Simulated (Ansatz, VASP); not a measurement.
One calculation of Co, two programs

```
CELL_PARAMETERS angstrom
2.49304 0.00000 0.00000
-1.24652 2.15904 0.00000
0.00000 0.00000 4.03693
ATOMIC_POSITIONS crystal
Co 0.33333 0.66667 0.25000
Co 0.66667 0.33333 0.75000
```

Alike in both runs: functional PBE; k mesh 20 × 20 × 11; occupations fermi-dirac, width 0.1 eV; collinear spin.

Ansatz relaxed the structure, and its values are those at the end. VASP's run is a single point on that final structure, the one shown.

|  | VASP | Ansatz |
| --- | --- | --- |
| version | VASP 6.6.1 | Ansatz 0.2.0 |
| potentials or method | VASP PAW PBE potentials, release 64 (Co) | PAW with Ansatz's default frozen-core files, scalar-relativistic |
| plane-wave cutoff (eV) | 520 | 420 |
| valence electrons in the cell | 18 | 34 |

VASP gave:

* pressure (GPa): -0.7
* net moment per atom (μB): 1.60
* size of the moment on the site where the two differ most (μB): 1.62

Question: What did Ansatz give for the same quantities?

Answer: Pressure (GPa): 0.0; net moment per atom (μB): 1.61; size of the moment on the site where the two differ most (μB): 1.68.

Site moments also hang on the region over which each program counts them. VASP's potentials hold 18 valence electrons a cell and Ansatz's 34, so a difference there can come from the potentials and not from the codes.
